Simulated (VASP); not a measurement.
# MnHg (Pm-3m) in VASP: further runs

Runs on MnHg. Level: PBEsol. Tasks: single point.

Program: VASP 6.6.1. These are calculated values, not measurements. Logs are shortened: lines on timing, memory, paths and dates and some standing lists are left out, and cuts for length are marked.

**1. The cell of the first run**

Symmetry: Pm-3m, No. 221, cubic system. Conventional cell: a = 3.315 Å, b = 3.315 Å, c = 3.315 Å, α = 90.00°, β = 90.00°, γ = 90.00°. Mn (site symmetry m-3m) has 8 Hg at 2.87 Å and 6 Mn at 3.31 to 3.32 Å within 3.8 Å. Within 3.8 Å of Hg (site symmetry m-3m) lie 8 Mn at 2.87 Å and 6 Hg at 3.31 Å.

**2. Single point, PBEsol, collinear spin, antiferromagnetic start**

INCAR

```
ALGO     = Fast           # electronic algorithm
EDIFF    = 1E-7           # SCF threshold, eV
ENCUT    = 520            # plane-wave cutoff, eV
GGA      = PS             # functional
ISIF     = 2              # what is computed and relaxed
ISMEAR   = 0              # smearing method
ISPIN    = 2              # spin polarisation
LASPH    = T              # aspherical terms in the spheres
LCHARG   = T              # write CHGCAR
LELF     = T              # ELF
LMAXMIX  = 4              # l up to which the mixer works
LORBIT   = 11             # projections on sites
LREAL    = F              # projectors in reciprocal space
LVHAR    = T            
LWAVE    = F              # write WAVECAR
MAGMOM   = 4 -4 0 0       # initial moments
NBANDS   = 37             # bands
NELM     = 150            # most SCF steps
PREC     = Accurate       # precision mode
SIGMA    = 0.1            # smearing width, eV
```

KPOINTS

```
k-points
0
Gamma
  12 12 6
```

POSCAR

```
MnHg
1.0
    3.3150000000      0.0000000000      3.3150000000
    0.0000000000      3.3150000000      3.3150000000
    0.0000000000      0.0000000000      6.6300000000
Mn Hg
2 2
Direct
    0.5000000000      0.5000000000      0.7500000000
    0.5000000000      0.5000000000      0.2500000000
    0.0000000000      0.0000000000      0.0000000000
    0.0000000000      0.0000000000      0.5000000000
```

Potentials or basis: VASP PAW PBE potentials, release 64 (Mn_pv, Hg).

Launch:

```
> cat potpaw_PBE.64/Mn_pv/POTCAR potpaw_PBE.64/Hg/POTCAR > POTCAR
> mpirun -np 1 vasp_std > vasp.out
```

OUTCAR:

```text
EDIFF = 1E-7
   ENCUT = 520
   GGA = PS
   ISIF = 2
   ISMEAR = 0
   ISPIN = 2
   LASPH = T
   LORBIT = 11
   LREAL = F
   NELM = 150
   PREC = Accurate

 ion  position               nearest neighbor table
   1  0.500  0.500  0.750-   4 2.87   3 2.87   3 2.87   4 2.87   3 2.87   4 2.87   4 2.87   3 2.87

   2  0.500  0.500  0.250-   3 2.87   4 2.87   3 2.87   4 2.87   3 2.87   4 2.87   3 2.87   4 2.87

   3  0.000  0.000  0.000-   1 2.87   2 2.87   1 2.87   2 2.87   1 2.87   2 2.87   1 2.87   2 2.87
                             4 3.31   4 3.31   4 3.31   4 3.31   4 3.31   4 3.31
   4  0.000  0.000  0.500-   2 2.87   1 2.87   1 2.87   2 2.87   1 2.87   2 2.87   2 2.87   1 2.87
                             3 3.31   3 3.31   3 3.31   3 3.31   3 3.31   3 3.31

  LATTYP: Found a face centered cubic cell.
 ALAT       =     6.6300000000

  Lattice vectors:

 A1 = (   3.3150000000,  -3.3150000000,   0.0000000000)
 A2 = (   3.3150000000,   0.0000000000,   3.3150000000)
 A3 = (   0.0000000000,  -3.3150000000,   3.3150000000)

Analysis of symmetry for initial positions (statically):
=====================================================================
 Subroutine PRICEL returns following result:

  LATTYP: Found a simple cubic cell.
 ALAT       =     3.3150000000

  Lattice vectors:

 A1 = (   0.0000000000,  -3.3150000000,   0.0000000000)
 A2 = (   3.3150000000,   0.0000000000,   0.0000000000)
 A3 = (   0.0000000000,   0.0000000000,   3.3150000000)

   2 primitive cells build up your supercell.

 Routine SETGRP: Setting up the symmetry group for a
 face centered cubic supercell.

 Subroutine GETGRP returns: Found 48 space group operations
 (whereof 48 operations were pure point group operations)
 out of a pool of 48 trial point group operations.

The static configuration has the point symmetry O_h .

Analysis of symmetry for dynamics (positions and initial velocities):
=====================================================================
 Subroutine PRICEL returns following result:

  LATTYP: Found a simple cubic cell.
 ALAT       =     3.3150000000

  Lattice vectors:

 A1 = (   0.0000000000,  -3.3150000000,   0.0000000000)
 A2 = (   3.3150000000,   0.0000000000,   0.0000000000)
 A3 = (   0.0000000000,   0.0000000000,   3.3150000000)

   2 primitive cells build up your supercell.

 Routine SETGRP: Setting up the symmetry group for a
 face centered cubic supercell.

 Subroutine GETGRP returns: Found 48 space group operations
 (whereof 48 operations were pure point group operations)
 out of a pool of 48 trial point group operations.

The dynamic configuration has the point symmetry O_h .

Analysis of structural, dynamic, and magnetic symmetry:
=====================================================================
 Subroutine PRICEL returns following result:

  LATTYP: Found a simple cubic cell.
 ALAT       =     3.3150000000

  Lattice vectors:

 A1 = (   0.0000000000,  -3.3150000000,   0.0000000000)
 A2 = (   3.3150000000,   0.0000000000,   0.0000000000)
 A3 = (   0.0000000000,   0.0000000000,   3.3150000000)

   2 primitive cells build up your supercell.

 Routine SETGRP: Setting up the symmetry group for a
 face centered cubic supercell.

 Subroutine GETGRP returns: Found 48 space group operations
 (whereof 48 operations were pure point group operations)
 out of a pool of 48 trial point group operations.

The overall configuration has the point symmetry O_h .

 Subroutine INISYM returns: Found 48 space group operations
 (whereof 48 operations are pure point group operations),
 and found     2 'primitive' translations

----------------------------------------------------------------------------------------

                                     Primitive cell

  volume of cell :      36.4293

  direct lattice vectors                    reciprocal lattice vectors
     0.000000000 -3.315000000  0.000000000     0.000000000 -0.301659125  0.000000000
     3.315000000  0.000000000  0.000000000     0.301659125  0.000000000  0.000000000
     0.000000000  0.000000000  3.315000000     0.000000000  0.000000000  0.301659125

  length of vectors
     3.315000000  3.315000000  3.315000000     0.301659125  0.301659125  0.301659125

  position of ions in fractional coordinates (direct lattice)
     0.500000000  0.500000000  0.500000000
     0.000000000  0.000000000  0.000000000

  ion indices of the primitive-cell ions
   primitive index   ion index
                 1           1
                 2           3

----------------------------------------------------------------------------------------

 KPOINTS: k-points

Automatic generation of k-mesh.
 Grid dimensions read from file:
 generate k-points for:   12   12    6

 Generating k-lattice:

  Cartesian coordinates                     Fractional coordinates (reciprocal lattice)
     0.025138260  0.000000000  0.000000000     0.083333333  0.000000000  0.000000000
     0.000000000  0.025138260  0.000000000     0.000000000  0.083333333  0.000000000
    -0.025138260 -0.025138260  0.025138260     0.000000000  0.000000000  0.166666667

  Length of vectors
     0.025138260  0.025138260  0.043540744

  Shift w.r.t. Gamma in fractional coordinates (k-lattice)
     0.000000000  0.000000000  0.000000000

 Subroutine IBZKPT returns following result:
 ===========================================

 Found     44 irreducible k-points:

 Following reciprocal coordinates:
            Coordinates               Weight
  0.000000  0.000000  0.000000      1.000000
  0.083333  0.000000  0.000000      6.000000
  0.166667  0.000000  0.000000      6.000000
  0.250000  0.000000  0.000000      6.000000
  0.333333  0.000000  0.000000      6.000000
  0.416667  0.000000  0.000000      6.000000
[... 16 lines left out ...]
  0.333333  0.333333  0.000000     12.000000
  0.416667  0.333333  0.000000     24.000000
 [... further k-points ...]
   k-points           NKPTS =     44   k-points in BZ     NKDIM =     44   number of bands    NBANDS=     37
   number of dos      NEDOS =    301   number of ions     NIONS =      4
   total plane-waves  NPLWV =  64800
   dimension x,y,z NGX =    36 NGY =   36 NGZ =   50
   dimension x,y,z NGXF=    72 NGYF=   72 NGZF=  100
   ions per type =               2   2
   NGX,Y,Z   is equivalent  to a cutoff of  12.77, 12.77, 12.54 a.u.
   NGXF,Y,Z  is equivalent  to a cutoff of  25.53, 25.53, 25.07 a.u.
 SYSTEM =  unknown system
   PREC   = accura    normal or accurate (medium, high low for compatibility)
   ISTART =      0    job   : 0-new  1-cont  2-samecut
   ICHARG =      2    charge: 1-file 2-atom 10-const
   ISPIN  =      2    spin polarized calculation?
   LNONCOLLINEAR =      F non collinear calculations
   LSORBIT =      F    spin-orbit coupling
   LASPH  =      T    aspherical Exc in radial PAW
   ENCUT  =  520.0 eV  38.22 Ry    6.18 a.u.   8.72  8.72 12.33*2*pi/ulx,y,z
   NELM   =    150;   NELMIN=  2; NELMDL= -5     # of ELM steps
   EDIFF  = 0.1E-06   stopping-criterion for ELM
   LREAL  =      F    real-space projection
   EDIFFG = 0.1E-05   stopping-criterion for IOM
   NSW    =      0    number of steps for IOM
   IBRION =     -1    ionic relax: 0-MD 1-quasi-New 2-CG
   NFREE  =      0    steps in history (QN), initial steepest desc. (CG)
   ISIF   =      2    stress and relaxation
   ISYM   =      2    0-nonsym 1-usesym 2-fastsym
   POTIM  = 0.5000    time-step for ionic-motion
   TEBEG  =    0.0;   TEEND  =   0.0 temperature during run
   PSTRESS=    0.0 pullay stress
   NELECT =      50.0000    total number of electrons
   NUPDOWN=      -1.0000    fix difference up-down
   EMIN   =  10.00;   EMAX   =-10.00  energy-range for DOS
   EFERMI =   0.00;   METHOD = LEGACY
   ISMEAR =     0;   SIGMA  =   0.10  broadening in eV -4-tet -1-fermi 0-gaus
   EFERMI_NEDOS =   21; number of points for ismear=-14 and -15
   IALGO  =     68    algorithm
   IMIX   =      4    mixing-type and parameters
     AMIX     =   0.40;   BMIX     =  1.00
     AMIX_MAG =   1.60;   BMIX_MAG =  1.00
  volume/ion in A,a.u.               =      18.21       122.92
  Fermi-wavevector in a.u.,A,eV,Ry     =   1.444014  2.728790 28.370534  2.085175
  Thomas-Fermi vector in A             =   2.562356
   LORBIT       =     11    0 simple, 1 ext, 2 COOP (PROOUT), +10 PAW based schemes
   GGA     = PS    functional components
   LHFCALC =     F    Hartree Fock is set to
   AEXX    =    0.0000 exact exchange contribution
   IVDW    =     0    specifies the selected vdW correction
   LEPSILON=     F    determine dielectric tensor
   LRPA    =     F    only Hartree local field effects (RPA)
 spin polarized calculation
 RMM-DIIS sequential band-by-band and
 Gauss-broadening in eV      SIGMA  =   0.10
  energy-cutoff  :      520.00
  volume of cell :       72.86
 maximum number of plane-waves:      1980
 NGX is ok and might be reduce to    36
   NGX = 17   NGY = 17   NGZ = 25

 number of electron      50.0000000 magnetization      -0.0000000

 number of electron      50.0000000 magnetization       0.0000000

 Free energy of the ion-electron system (eV)
  ---------------------------------------------------
  ext. energy  EPLUGINS =         0.00000000
  ---------------------------------------------------
  free energy    TOTEN  =       -19.28654803 eV

  energy without entropy =      -19.27473232  energy(sigma->0) =      -19.28064018

 E-fermi :   5.3577     XC(G=0): -11.8362

 val. band max:        5.3526658568   @ k =   0.2500   0.0833   0.0000
 cond. band min:       5.3593282798   @ k =   0.0833   0.0000   0.0000
 fundamental gap:      0.0066624231
 Fermi energy:         5.3576830406

 spin component 1

 k-point     1 :       0.0000    0.0000    0.0000
  band No.  band energies     occupation
      1     -44.7330      1.00000
      2     -44.7330      1.00000
      3     -44.7330      1.00000
      4     -40.7804      1.00000
      5     -40.7804      1.00000
      6     -40.7804      1.00000
[... 29 lines left out ...]
     36      10.8073      0.00000
     37      10.8073      0.00000
[... 918 lines left out ...]
     36      15.3985      0.00000
     37      16.0666      0.00000

 [... further k-points ...]

 spin component 2

 k-point     1 :       0.0000    0.0000    0.0000
  band No.  band energies     occupation
      1     -44.7330      1.00000
      2     -44.7330      1.00000
      3     -44.7330      1.00000
      4     -40.7804      1.00000
      5     -40.7804      1.00000
      6     -40.7804      1.00000
[... 29 lines left out ...]
     36      10.8073      0.00000
     37      10.8073      0.00000
[... 918 lines left out ...]
     36      15.3985      0.00000
     37      16.0666      0.00000

 [... further k-points ...]

------------------------ aborting loop because EDIFF is reached ----------------------------------------

  FORCE on cell =-STRESS in cart. coord.  units (eV):
  Direction    XX          YY          ZZ          XY          YZ          ZX
  --------------------------------------------------------------------------------------
  -------------------------------------------------------------------------------------
  Total       -2.6342687     -2.6342687     -2.6342687      0.0000000      0.0000000     -0.0000000
  in kB      -57.9282042    -57.9282042    -57.9282042      0.0000000      0.0000000     -0.0000000
  external PRESSURE =     -57.9282042 kB  Pullay stress =       0.0000000 kB

 VOLUME and BASIS-vectors are now :
 -----------------------------------------------------------------------------
  energy-cutoff  :      520.00
  volume of cell :       72.86
      direct lattice vectors                 reciprocal lattice vectors
     3.315000000  0.000000000  3.315000000     0.301659125  0.000000000  0.000000000
     0.000000000  3.315000000  3.315000000     0.000000000  0.301659125  0.000000000
     0.000000000  0.000000000  6.630000000    -0.150829563 -0.150829563  0.150829563

 POSITION                                       TOTAL-FORCE (eV/Angst)
 -----------------------------------------------------------------------------------
      1.65750      1.65750      8.28750         0.000000      0.000000     -0.000000
      1.65750      1.65750      4.97250         0.000000      0.000000     -0.000000
      0.00000      0.00000      0.00000        -0.000000     -0.000000      0.000000
      0.00000      0.00000      3.31500         0.000000     -0.000000      0.000000
 -----------------------------------------------------------------------------------
    total drift:                                0.000000      0.000000      0.000000

  FREE ENERGIE OF THE ION-ELECTRON SYSTEM (eV)
  ---------------------------------------------------
  free  energy   TOTEN  =       -19.2865480347 eV

  energy  without entropy=      -19.2747323208  energy(sigma->0) =      -19.28064018

 total charge

# of ion       s       p       d       tot
------------------------------------------
    1        0.245   6.182   4.965  11.392
    2        0.245   6.182   4.965  11.392
    3        0.831   0.505   9.243  10.579
    4        0.831   0.505   9.243  10.579
--------------------------------------------------
tot          2.151  13.374  28.417  43.942

 magnetization (x)

# of ion       s       p       d       tot
------------------------------------------
    1        0.054   0.049   3.712   3.816
    2       -0.054  -0.049  -3.712  -3.816
    3        0.000   0.000   0.000   0.000
    4        0.000   0.000   0.000   0.000
--------------------------------------------------
tot         -0.000   0.000  -0.000  -0.000
```

Run time: 4.5 min. Hardware: 1 thread of Intel Xeon 8259CL, shared host; peak memory 0.39 GiB.

Results:

```
Free energy                                           : -19.2865 eV
Pressure                                              : -5.8 GPa
Band gap on the k mesh                                : zero (filled and empty bands overlap)
Net moment                                            : 0.00 μB per cell
Site moments                                          : Mn +3.82, -3.82; Hg +0.00 μB
Valence electrons inside the program's atomic spheres : Mn 11.39; Hg 10.58
```

Caveat: the cell stands under tension; the antiferromagnetic order is the one typed at the start, and another may lie lower; the PAW data sets were made with another functional, which shifts forces and pressure a little; spin-orbit coupling is left out, which moves the levels of the heavy elements.

**3. Single point, PBEsol, collinear spin, antiferromagnetic start**

INCAR

```
SYSTEM = MnHg
PREC = Accurate
ENCUT = 520
EDIFF = 1E-7
ISMEAR = 0
SIGMA = 0.1
LREAL = .FALSE.
LASPH = .TRUE.
NELM = 150
ALGO = Normal
ISIF = 2
LWAVE = .FALSE.
LCHARG = .TRUE.
ISPIN = 2
MAGMOM = 4 -4 0 0
LORBIT = 11
LMAXMIX = 4
GGA = PS
LELF = .TRUE.
LVHAR = .TRUE.
NBANDS = 37
```

KPOINTS

```
Automatic mesh
0
G
  12 12 6
  0 0 0
```

POSCAR is that of step 2.

Potentials or basis: VASP PAW PBE potentials, release 64 (Mn_pv, Hg).

Launch:

```
> cat potpaw_PBE.64/Mn_pv/POTCAR potpaw_PBE.64/Hg/POTCAR > POTCAR
> mpirun -np 1 vasp_std > vasp.out
```

It took 4.3 min on 1 thread of Intel Xeon 8259CL, shared host; peak memory 0.4 GiB.

It converged, with:

| Quantity | Value |
| --- | --- |
| Free energy | -19.2865 eV |
| Pressure | -5.8 GPa |
| Band gap on the k mesh | zero (filled and empty bands overlap) |
| Net moment | 0.00 μB per cell |
| Site moments | Mn +3.82, -3.82; Hg +0.00 μB |
| Valence electrons inside the program's atomic spheres | Mn 11.39; Hg 10.58 |

Levels at points of the mesh, in eV from the Fermi level:
Spin up:
| k point | band 21 | band 22 | band 23 | band 24 | band 25 | band 26 | band 27 | band 28 | band 29 | band 30 |
| --- | --- | --- | --- | --- | --- | --- | --- | --- | --- | --- |
| (0.00, 0.00, 0.00) | -2.60 | -2.60 | 0.10 | 0.10 | 0.10 | 0.34 | 1.06 | 1.06 | 4.75 | 4.75 |
| (0.50, 0.00, 0.00) | -2.54 | -2.54 | -2.25 | -1.58 | -1.58 | -1.07 | 0.85 | 0.85 | 0.92 | 1.20 |
| (0.00, 0.00, 0.50) | -2.53 | -2.53 | -2.32 | -0.30 | -0.30 | 0.55 | 0.86 | 0.86 | 2.52 | 3.39 |
Spin down:
| k point | band 23 | band 24 | band 25 | band 26 | band 27 | band 28 |
| --- | --- | --- | --- | --- | --- | --- |
| (0.00, 0.00, 0.00) | 0.10 | 0.10 | 0.10 | 0.34 | 1.06 | 1.06 |
| (0.50, 0.00, 0.00) | -2.25 | -1.58 | -1.58 | -1.07 | 0.85 | 0.85 |
| (0.00, 0.00, 0.50) | -2.32 | -0.30 | -0.30 | 0.55 | 0.86 | 0.86 |

Caveat: the cell stands under tension; the antiferromagnetic order is the one typed at the start, and another may lie lower; the PAW data sets were made with another functional, which shifts forces and pressure a little; spin-orbit coupling is left out, which moves the levels of the heavy elements.

**4. Single point, PBEsol, collinear spin, antiferromagnetic start**

This run uses another cell than the first one, of 15.66 Å³/atom.

INCAR

```
ALGO = Normal
EDIFF = 1E-6
ENCUT = 680
GGA = PS
GGA_COMPAT = False
ISIF = 2
ISMEAR = 0
ISPIN = 2
LASPH = True
LCHARG = False
LMAXMIX = 4
LORBIT = 11
LREAL = False
LWAVE = False
MAGMOM = 4 -4 0 0
NBANDS = 47
NELM = 200
PREC = Accurate
SIGMA = 0.1
```

KPOINTS

```
k-points
0
Gamma
  12 12 6
```

POSCAR

```
MnHg
1.0
    3.1524607144      0.0000000000      3.1524607144
    0.0000000000      3.1524607144      3.1524607144
    0.0000000000      0.0000000000      6.3049214289
Mn Hg
2 2
Direct
    0.5000000000      0.5000000000      0.7500000000
    0.5000000000      0.5000000000      0.2500000000
    0.0000000000      0.0000000000      0.0000000000
    0.0000000000      0.0000000000      0.5000000000
```

Potentials or basis: VASP PAW PBE potentials, release 64 (Mn_sv, Hg_sv_GW).

Launch:

```
> cat potpaw_PBE.64/Mn_sv/POTCAR potpaw_PBE.64/Hg_sv_GW/POTCAR > POTCAR
> mpirun -np 1 vasp_std > vasp.out
```

Run time: 13 min. Hardware: 1 thread of Intel Xeon Platinum 8275CL at 3.00GHz (Skylake/Cascade Lake), shared host; peak memory 0.55 GiB.

Results (log left out):

```yaml
Free_energy: -19.5035 eV
Pressure: 7.6 GPa
Band_gap_on_the_k_mesh: zero (filled and empty bands overlap)
Net_moment: 0.00 μB per cell
Site_moments: Mn +3.29, -3.29; Hg +0.00 μB
Valence_electrons_inside_the_program's_atomic_spheres: Mn 12.89; Hg 18.06
```

Levels at points of the mesh, in eV from the Fermi level:
Spin up:
```csv
k point,band 33,band 34,band 35,band 36,band 37,band 38
"(0.00, 0.00, 0.00)",0.13,0.13,0.13,1.07,1.07,1.16
"(0.50, 0.00, 0.00)",-1.98,-1.90,-1.90,-0.77,0.80,0.80
"(0.00, 0.00, 0.50)",-2.04,-0.49,-0.49,0.53,0.75,0.75
```
Spin down:
```
           k point  band 31  band 32  band 33  band 34  band 35  band 36  band 37  band 38  band 39  band 40
(0.00, 0.00, 0.00)    -2.37    -2.37     0.13     0.13     0.13     1.07     1.07     1.16     5.36     5.36
(0.50, 0.00, 0.00)    -2.33    -2.33    -1.98    -1.90    -1.90    -0.77     0.80     0.80     0.87     1.31
(0.00, 0.00, 0.50)    -2.28    -2.28    -2.04    -0.49    -0.49     0.53     0.75     0.75     3.52     4.04
```

Caveat: the cell stands under pressure; the antiferromagnetic order is the one typed at the start, and another may lie lower; the PAW data sets were made with another functional, which shifts forces and pressure a little; spin-orbit coupling is left out, which moves the levels of the heavy elements.

The gap in the log of VASP goes by the Fermi energy; the results here count the filled bands.